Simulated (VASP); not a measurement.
# Ta4F in VASP: further runs

Runs on Ta4F. Level: LDA. Tasks: relaxation of the atoms.

All numbers are computed with VASP 6.6.1; they aren't measurements. Logs are shortened: lines on timing, memory, paths and dates and some standing lists are left out, and cuts for length are marked.

**1. The cell of the first run**

The cell holds a slab with vacuum, 5 atoms: a = 3.253 Å, b = 3.253 Å, c = 20.213 Å, α = 90.00°, β = 90.00°, γ = 90.00°.

**2. Relaxation of the atoms, LDA**

Contents of INCAR:

```
PREC = Accurate
ENCUT = 520
EDIFF = 1E-7
ISMEAR = 0
SIGMA = 0.1
LREAL = F
LASPH = T
NELM = 60
ALGO = Fast
ISIF = 2
LWAVE = F
LCHARG = F
LDIPOL = T
IDIPOL = 3
DIPOL = 0.5 0.5 0.355
IBRION = 2
NSW = 36
EDIFFG = -0.025
```

Contents of KPOINTS:

```
regular mesh
0
Gamma
  8 8 1
```

Contents of POSCAR:

```
Ta4F
1.0
    3.2528501167      0.0000000000      0.0000000000
    0.0000000000      3.2528501167      0.0000000000
    0.0000000000      0.0000000000     20.2133955742
Ta F
4 1
Selective dynamics
Direct
    0.5000000000      0.5000000000      0.1978885727  F F F
    0.0000000000      0.0000000000      0.2783513061  F F F
    0.5000000000      0.5000000000      0.3580225065  F F F
    0.0000000000      0.0000000000      0.4310703534  F F F
    0.2500000000      0.2500000000      0.5072242134  F F T
```

Potentials or basis: VASP PAW LDA potentials, release 64 (Ta_pv, F).

Started as:

```bash
> cat potpaw_LDA.64/Ta_pv/POTCAR potpaw_LDA.64/F/POTCAR > POTCAR
> mpirun -np 1 vasp_std > vasp.out
```

OUTCAR:

```text
PREC = Accurate
   ENCUT = 520
   EDIFF = 1E-7
   ISMEAR = 0
   LREAL = F
   LASPH = T
   NELM = 60
   ISIF = 2
   IBRION = 2
   NSW = 36
   EDIFFG = -0.025

 ion  position               nearest neighbor table
   1  0.500  0.500  0.198-   2 2.82   2 2.82   2 2.82   2 2.82   3 3.24
   2  0.000  0.000  0.278-   3 2.81   3 2.81   3 2.81   3 2.81   1 2.82   1 2.82   1 2.82   1 2.82
                             4 3.09
   3  0.500  0.500  0.358-   4 2.73   4 2.73   4 2.73   4 2.73   2 2.81   2 2.81   2 2.81   2 2.81
                             1 3.24
   4  0.000  0.000  0.431-   5 1.92   3 2.73   3 2.73   3 2.73   3 2.73   2 3.09
   5  0.250  0.250  0.507-   4 1.92

  LATTYP: Found a simple tetragonal cell.
 ALAT       =     3.2528501167
 C/A-ratio  =     6.2140568575

  Lattice vectors:

 A1 = (   3.2528501167,   0.0000000000,   0.0000000000)
 A2 = (   0.0000000000,   3.2528501167,   0.0000000000)
 A3 = (   0.0000000000,   0.0000000000,  20.2133955742)

Analysis of symmetry for initial positions (statically):
=====================================================================
 Subroutine PRICEL returns:
 Original cell was already a primitive cell.

 Routine SETGRP: Setting up the symmetry group for a
 simple tetragonal supercell.

 Subroutine GETGRP returns: Found  2 space group operations
 (whereof  2 operations were pure point group operations)
 out of a pool of 16 trial point group operations.

The static configuration has the point symmetry C_1h.

Analysis of symmetry for dynamics (positions and initial velocities):
=====================================================================
 Subroutine PRICEL returns:
 Original cell was already a primitive cell.

 Routine SETGRP: Setting up the symmetry group for a
 simple tetragonal supercell.

 Subroutine GETGRP returns: Found  2 space group operations
 (whereof  2 operations were pure point group operations)
 out of a pool of 16 trial point group operations.

The dynamic configuration has the point symmetry C_1h.

Analysis of constrained symmetry for selective dynamics:
=====================================================================
 Subroutine PRICEL returns:
 Original cell was already a primitive cell.

 Routine SETGRP: Setting up the symmetry group for a
 simple tetragonal supercell.

 Subroutine GETGRP returns: Found  2 space group operations
 (whereof  2 operations were pure point group operations)
 out of a pool of 16 trial point group operations.

The constrained configuration has the point symmetry C_1h.

 Subroutine INISYM returns: Found  2 space group operations
 (whereof  2 operations are pure point group operations),
 and found     1 'primitive' translations

----------------------------------------------------------------------------------------

                                     Primitive cell

  volume of cell :     213.8786

  direct lattice vectors                    reciprocal lattice vectors
     3.252850117  0.000000000  0.000000000     0.307422711  0.000000000  0.000000000
     0.000000000  3.252850117  0.000000000     0.000000000  0.307422711  0.000000000
     0.000000000  0.000000000 20.213395574     0.000000000  0.000000000  0.049472143

  length of vectors
     3.252850117  3.252850117 20.213395574     0.307422711  0.307422711  0.049472143

  position of ions in fractional coordinates (direct lattice)
     0.500000000  0.500000000  0.197888573
     0.000000000  0.000000000  0.278351306
     0.500000000  0.500000000  0.358022506
     0.000000000  0.000000000  0.431070353
     0.250000000  0.250000000  0.507224213

  ion indices of the primitive-cell ions
   primitive index   ion index
                 1           1
                 2           2
                 3           3
                 4           4
                 5           5

----------------------------------------------------------------------------------------

 KPOINTS: regular mesh

Automatic generation of k-mesh.
 Grid dimensions read from file:
 generate k-points for:    8    8    1

 Generating k-lattice:

  Cartesian coordinates                     Fractional coordinates (reciprocal lattice)
     0.038427839  0.000000000  0.000000000     0.125000000  0.000000000  0.000000000
     0.000000000  0.038427839  0.000000000     0.000000000  0.125000000  0.000000000
     0.000000000  0.000000000  0.049472143     0.000000000  0.000000000  1.000000000

  Length of vectors
     0.038427839  0.038427839  0.049472143

  Shift w.r.t. Gamma in fractional coordinates (k-lattice)
     0.000000000  0.000000000  0.000000000

 Subroutine IBZKPT returns following result:
 ===========================================

 Found     21 irreducible k-points:

 Following reciprocal coordinates:
            Coordinates               Weight
  0.000000  0.000000  0.000000      1.000000
  0.125000  0.000000  0.000000      4.000000
  0.250000  0.000000  0.000000      4.000000
  0.375000  0.000000  0.000000      4.000000
  0.500000  0.000000  0.000000      2.000000
  0.125000  0.125000  0.000000      2.000000
[... 13 lines left out ...]
  0.500000  0.375000  0.000000      4.000000
  0.500000  0.500000  0.000000      1.000000
   k-points           NKPTS =     21   k-points in BZ     NKDIM =     21   number of bands    NBANDS=     30
   number of dos      NEDOS =    301   number of ions     NIONS =      5
   total plane-waves  NPLWV =  86400
   dimension x,y,z NGX =    24 NGY =   24 NGZ =  150
   dimension x,y,z NGXF=    48 NGYF=   48 NGZF=  300
   ions per type =               4   1
   NGX,Y,Z   is equivalent  to a cutoff of  12.27, 12.27, 12.34 a.u.
   NGXF,Y,Z  is equivalent  to a cutoff of  24.53, 24.53, 24.67 a.u.
 SYSTEM =  unknown system
   PREC   = accura    normal or accurate (medium, high low for compatibility)
   ISTART =      0    job   : 0-new  1-cont  2-samecut
   ICHARG =      2    charge: 1-file 2-atom 10-const
   ISPIN  =      1    spin polarized calculation?
   LNONCOLLINEAR =      F non collinear calculations
   LSORBIT =      F    spin-orbit coupling
   LASPH  =      T    aspherical Exc in radial PAW
   ENCUT  =  520.0 eV  38.22 Ry    6.18 a.u.   6.05  6.05 37.58*2*pi/ulx,y,z
   NELM   =     60;   NELMIN=  2; NELMDL= -5     # of ELM steps
   EDIFF  = 0.1E-06   stopping-criterion for ELM
   LREAL  =      F    real-space projection
   EDIFFG = -.3E-01   stopping-criterion for IOM
   NSW    =     36    number of steps for IOM
   IBRION =      2    ionic relax: 0-MD 1-quasi-New 2-CG
   NFREE  =      1    steps in history (QN), initial steepest desc. (CG)
   ISIF   =      2    stress and relaxation
   ISYM   =      2    0-nonsym 1-usesym 2-fastsym
   POTIM  = 0.5000    time-step for ionic-motion
   TEBEG  =    0.0;   TEEND  =   0.0 temperature during run
   PSTRESS=    0.0 pullay stress
   NELECT =      51.0000    total number of electrons
   NUPDOWN=      -1.0000    fix difference up-down
   EMIN   =  10.00;   EMAX   =-10.00  energy-range for DOS
   EFERMI =   0.00;   METHOD = LEGACY
   ISMEAR =     0;   SIGMA  =   0.10  broadening in eV -4-tet -1-fermi 0-gaus
   EFERMI_NEDOS =   21; number of points for ismear=-14 and -15
   IALGO  =     68    algorithm
   IMIX   =      4    mixing-type and parameters
     AMIX     =   0.40;   BMIX     =  1.00
     AMIX_MAG =   1.60;   BMIX_MAG =  1.00
  volume/ion in A,a.u.               =      42.78       288.66
  Fermi-wavevector in a.u.,A,eV,Ry     =   1.015179  1.918409 14.021994  1.030587
  Thomas-Fermi vector in A             =   2.148449
   LORBIT       =      0    0 simple, 1 ext, 2 COOP (PROOUT), +10 PAW based schemes
   GGA     = CA    functional components
   LHFCALC =     F    Hartree Fock is set to
   AEXX    =    0.0000 exact exchange contribution
   IVDW    =     0    specifies the selected vdW correction
   LEPSILON=     F    determine dielectric tensor
   LRPA    =     F    only Hartree local field effects (RPA)
 conjugate gradient relaxation of ions
 non-spin polarized calculation
 RMM-DIIS sequential band-by-band and
 Gauss-broadening in eV      SIGMA  =   0.10
  energy-cutoff  :      520.00
  volume of cell :      213.88
 maximum number of plane-waves:      5812
   NGX = 13   NGY = 13   NGZ = 75

 dipolmoment           0.000000      0.000000     -0.546168 electrons x Angstroem

--------------------------------------- Ionic step        1  -------------------------------------------

 number of electron      51.0000000 magnetization

 Free energy of the ion-electron system (eV)
  ---------------------------------------------------
  ext. energy  EPLUGINS =         0.00000000
  ---------------------------------------------------
  free energy    TOTEN  =       -53.77227580 eV

  energy without entropy =      -53.75219876  energy(sigma->0) =      -53.76223728

------------------------ aborting loop because EDIFF is reached ----------------------------------------

  FORCE on cell =-STRESS in cart. coord.  units (eV):
  Direction    XX          YY          ZZ          XY          YZ          ZX
  --------------------------------------------------------------------------------------
  -------------------------------------------------------------------------------------
  Total       -3.3903460     -3.3903460      1.8536635      0.5230555     -0.1292157     -0.1292157
  in kB      -25.3972808    -25.3972808     13.8859018      3.9182391     -0.9679625     -0.9679621
  external PRESSURE =     -12.3028866 kB  Pullay stress =       0.0000000 kB
[... 63 lines left out ...]
  energy  without entropy=      -53.7548272524  energy(sigma->0) =      -53.76484739

--------------------------------------- Ionic step        3  -------------------------------------------

 number of electron      51.0000006 magnetization

 dipolmoment           0.000000      0.000000      0.107008 electrons x Angstroem

 Free energy of the ion-electron system (eV)
  ---------------------------------------------------
  ext. energy  EPLUGINS =         0.00000000
  ---------------------------------------------------
  free energy    TOTEN  =       -53.77494130 eV

  energy without entropy =      -53.75490736  energy(sigma->0) =      -53.76492433

 E-fermi :  -1.0929     XC(G=0):  -5.6697

 val. band max:       -1.1254393424   @ k =   0.2500   0.0000   0.0000
 cond. band min:      -1.0829617585   @ k =   0.0000   0.0000   0.0000
 fundamental gap:      0.0424775839
 Fermi energy:        -1.0929087500

 k-point     1 :       0.0000    0.0000    0.0000
  band No.  band energies     occupation
      1     -35.9374      2.00000
      2     -35.7847      2.00000
      3     -35.6210      2.00000
      4     -35.6113      2.00000
      5     -35.5597      2.00000
      6     -35.5310      2.00000
[... 682 lines left out ...]
     29       1.4577      0.00000
     30       2.0854      0.00000

------------------------ aborting loop because EDIFF is reached ----------------------------------------

 vacuum level on the upper side and lower side of the slab       (xc-potential included)         0.811        -1.064

  FORCE on cell =-STRESS in cart. coord.  units (eV):
  Direction    XX          YY          ZZ          XY          YZ          ZX
  --------------------------------------------------------------------------------------
  -------------------------------------------------------------------------------------
  Total       -3.5358762     -3.5358762      1.3647669      0.4270105     -0.3071375     -0.3071374
  in kB      -26.4874561    -26.4874561     10.2235492      3.1987611     -2.3007847     -2.3007844
  external PRESSURE =     -14.2504543 kB  Pullay stress =       0.0000000 kB

 VOLUME and BASIS-vectors are now :
 -----------------------------------------------------------------------------
  energy-cutoff  :      520.00
  volume of cell :      213.88
      direct lattice vectors                 reciprocal lattice vectors
     3.252850117  0.000000000  0.000000000     0.307422711  0.000000000  0.000000000
     0.000000000  3.252850117  0.000000000     0.000000000  0.307422711  0.000000000
     0.000000000  0.000000000 20.213395574     0.000000000  0.000000000  0.049472143
[... 11 lines left out ...]
  FREE ENERGIE OF THE ION-ELECTRON SYSTEM (eV)
  ---------------------------------------------------
  free  energy   TOTEN  =       -53.7749412994 eV

  energy  without entropy=      -53.7549073643  energy(sigma->0) =      -53.76492433

 reached required accuracy - stopping structural energy minimisation

 vacuum level on the upper side and lower side of the slab         4.930         3.019
```

Wall time 8 min (1 thread of Oxide Virtual Turin-like, shared host); peak memory 0.26 GiB.

Results:

```
Free energy               : -53.7749 eV
Energy gained by relaxing : 0.5 meV/atom
Ionic steps               : 3
Band gap on the k mesh    : zero (an odd number of electrons rules out a gap without spin polarisation)
```

The path:
| step | energy change (eV) | largest force on free atoms (eV/Å) | pressure (GPa) |
| --- | --- | --- | --- |
| 1 | 0.0000 | 0.3044 | -1.23 |
| 2 | -0.0026 | 0.0499 | -1.39 |
| 3 | -0.0027 | 0.0002 | -1.43 |

Final structure:
```
CELL_PARAMETERS angstrom
3.25285 0.00000 0.00000
0.00000 3.25285 0.00000
0.00000 0.00000 20.21340
ATOMIC_POSITIONS crystal
Ta 0.50000 0.50000 0.19789
Ta 0.00000 0.00000 0.27835
Ta 0.50000 0.50000 0.35802
Ta 0.00000 0.00000 0.43107
F 0.25000 0.25000 0.50810
```

Caveat: spin-orbit coupling is left out, which moves the levels of the heavy elements; an odd number of electrons without spin polarisation forces a metal; a magnetic or distorted state may lie lower.

**3. Relaxation of the atoms, LDA**

Contents of INCAR:

```
SYSTEM = Ta4F
PREC = Accurate
ENCUT = 520
EDIFF = 1E-6
ISMEAR = 0
SIGMA = 0.1
LREAL = .FALSE.
LASPH = .TRUE.
NELM = 80
ALGO = Fast
ISIF = 2
LWAVE = .FALSE.
LCHARG = .FALSE.
LDIPOL = .TRUE.
IDIPOL = 3
DIPOL = 0.5 0.5 0.350
IBRION = 2
NSW = 36
EDIFFG = -0.025
```

Contents of KPOINTS:

```
Automatic mesh
0
G
  8 8 1
  0 0 0
```

POSCAR, as its differences from that of step 2:

```diff
@@ -13,2 +13,2 @@
     0.0000000000      0.0000000000      0.4310703534  F F F
-    0.2500000000      0.2500000000      0.5072242134  F F T
+    0.3750000000      0.3750000000      0.4865999034  F F T
```

Potentials or basis: VASP PAW LDA potentials, release 64 (Ta_pv, F).

Started as:

```bash
> cat potpaw_LDA.64/Ta_pv/POTCAR potpaw_LDA.64/F/POTCAR > POTCAR
> mpirun -np 1 vasp_std > vasp.out
```

OUTCAR:

```text
SYSTEM = Ta4F
   PREC = Accurate
   ENCUT = 520
   EDIFF = 1E-6
   ISMEAR = 0
   LREAL = .FALSE.
   LASPH = .TRUE.
   NELM = 80
   ISIF = 2
   IBRION = 2
   NSW = 36
   EDIFFG = -0.025

 ion  position               nearest neighbor table
   1  0.500  0.500  0.198-   2 2.82   2 2.82   2 2.82   2 2.82   3 3.24
   2  0.000  0.000  0.278-   3 2.81   3 2.81   3 2.81   3 2.81   1 2.82   1 2.82   1 2.82   1 2.82
                             4 3.09
   3  0.500  0.500  0.358-   5 2.66   4 2.73   4 2.73   4 2.73   4 2.73   2 2.81   2 2.81   2 2.81
                             2 2.81   1 3.24
   4  0.000  0.000  0.431-   5 2.06   5 2.62   5 2.62   3 2.73   3 2.73   3 2.73   3 2.73   2 3.09

   5  0.375  0.375  0.487-   4 2.06   4 2.62   4 2.62   3 2.66

  LATTYP: Found a simple tetragonal cell.
[... 292 lines left out ...]

  energy without entropy =      -53.35294308  energy(sigma->0) =      -53.36660690

 E-fermi :  -0.6342     XC(G=0):  -5.6306

 val. band max:       -0.6588623521   @ k =   0.1250   0.0000   0.0000
 cond. band min:      -0.6334608218   @ k =  -0.2500   0.3750   0.0000
 fundamental gap:      0.0254015303
 Fermi energy:        -0.6342238105

 k-point     1 :       0.0000    0.0000    0.0000
  band No.  band energies     occupation
      1     -35.4290      2.00000
      2     -35.3394      2.00000
      3     -35.2445      2.00000
      4     -35.2278      2.00000
      5     -35.1429      2.00000
      6     -35.1311      2.00000
[... 682 lines left out ...]
     29       1.9041      0.00000
     30       1.9626      0.00000

------------------------ aborting loop because EDIFF is reached ----------------------------------------

 vacuum level on the upper side and lower side of the slab       (xc-potential included)         0.267        -0.287

  FORCE on cell =-STRESS in cart. coord.  units (eV):
  Direction    XX          YY          ZZ          XY          YZ          ZX
  --------------------------------------------------------------------------------------
  -------------------------------------------------------------------------------------
  Total       -4.2756861     -4.2756861     -0.2168274      0.6173830     -0.9343205     -0.9343206
  in kB      -32.0294154    -32.0294154     -1.6242664      4.6248523     -6.9990498     -6.9990508
  external PRESSURE =     -21.8943658 kB  Pullay stress =       0.0000000 kB
[... 20 lines left out ...]
  FREE ENERGIE OF THE ION-ELECTRON SYSTEM (eV)
  ---------------------------------------------------
  free  energy   TOTEN  =       -53.3802707293 eV

  energy  without entropy=      -53.3529430794  energy(sigma->0) =      -53.36660690

 reached required accuracy - stopping structural energy minimisation

 vacuum level on the upper side and lower side of the slab         4.230         3.660
```

OSZICAR:

```text
N       E                     dE             d eps       ncg     rms          rms(c)
DAV:   1     0.423293238109E+03    0.42329E+03   -0.28775E+04  1612   0.149E+03
DAV:   2    -0.296721462761E+02   -0.45297E+03   -0.44439E+03  1486   0.388E+02
DAV:   3    -0.578359599583E+02   -0.28164E+02   -0.27542E+02  1548   0.838E+01
DAV:   4    -0.590786540751E+02   -0.12427E+01   -0.12164E+01  1656   0.151E+01
[... 54 lines left out ...]
RMM:  12    -0.533802448687E+02   -0.17011E-04   -0.21955E-05  1117   0.114E-02    0.525E-03
RMM:  13    -0.533802622842E+02   -0.17416E-04   -0.98667E-06   914   0.757E-03    0.345E-03
RMM:  14    -0.533802676777E+02   -0.53935E-05   -0.72311E-06   904   0.690E-03    0.279E-03
RMM:  15    -0.533802701882E+02   -0.25106E-05   -0.26393E-06   675   0.381E-03    0.191E-03
RMM:  16    -0.533802707293E+02   -0.54111E-06   -0.12023E-06   563   0.304E-03
   3 F= -.53380271E+02 E0= -.53366607E+02  d E =-.533808E-01
```

It took 14 min on 1 thread of Oxide Virtual Turin-like, shared host; peak memory 0.26 GiB.

What came out:

- Free energy: -53.3803 eV
- Energy gained by relaxing: 10.7 meV/atom
- Ionic steps: 3
- Band gap on the k mesh: zero (an odd number of electrons rules out a gap without spin polarisation)

The path:
```tsv
step	energy change (eV)	largest force on free atoms (eV/Å)	pressure (GPa)
1	0.0000	0.8528	-1.43
2	-0.0293	0.5695	-1.70
3	-0.0534	0.0167	-2.19
```

Final structure:
```
Ta F
1.0
     3.25285    0.00000    0.00000
     0.00000    3.25285    0.00000
     0.00000    0.00000   20.21340
Ta F
4 1
Direct
  0.50000 0.50000 0.19789
  0.00000 0.00000 0.27835
  0.50000 0.50000 0.35802
  0.00000 0.00000 0.43107
  0.37500 0.37500 0.49273
```

Caveat: spin-orbit coupling is left out, which moves the levels of the heavy elements; an odd number of electrons without spin polarisation forces a metal; a magnetic or distorted state may lie lower.
